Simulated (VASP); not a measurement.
Here is a VASP 6.6.1 calculation.

The input INCAR:

```
  PREC = Accurate
  ENCUT = 840
  EDIFF = 1E-7
  ISMEAR = 0
  SIGMA = 0.01
  LREAL = False
  LASPH = True
  NELM = 120
  ALGO = Normal
  ISIF = 3
  LWAVE = False
  LCHARG = False
  GGA = CA
  IBRION = 2
  NSW = 80
  EDIFFG = -0.001
  GGA_COMPAT = False
  NELMIN = 4
```

File KPOINTS:

```
regular mesh
0
Gamma
  10 10 10
```

The input POSCAR:

```
MgO
1.0
    0.0000000000      2.0796058485      2.0796058485
    2.0796058485      0.0000000000      2.0796058485
    2.0796058485      2.0796058485      0.0000000000
Mg O
1 1
Direct
    0.0000000000      0.0000000000      0.0000000000
    0.5000000000      0.5000000000      0.5000000000
```

Potentials or basis: VASP PAW LDA potentials, release 64 (Mg_sv, O).

Command:

```sh
$ cat potpaw_LDA.64/Mg_sv/POTCAR potpaw_LDA.64/O/POTCAR > POTCAR
$ mpirun -np 1 vasp_std > vasp.out
```

Predict the space group after relaxing (to 0.1 Å).

Fm-3m (No. 225).

Predict the relaxed cell.

a = 2.945 Å, b = 2.945 Å, c = 2.945 Å, α = 60.00°, β = 60.00°, γ = 60.00°.

What does it give for the relaxed volume?

9.03 Å³/atom.

The path:
| step | energy change (eV) | largest force (eV/Å) | pressure (GPa) | volume (Å³) |
| --- | --- | --- | --- | --- |
| 1 | 0.0000 | 0.0000 | 0.62 | 17.99 |
| 2 | -0.0001 | 0.0000 | -0.22 | 18.08 |
| 3 | -0.0001 | 0.0000 | -0.05 | 18.06 |
| 4 | -0.0001 | 0.0000 | 0.06 | 18.05 |
| 5 | -0.0001 | 0.0000 | 0.00 | 18.06 |
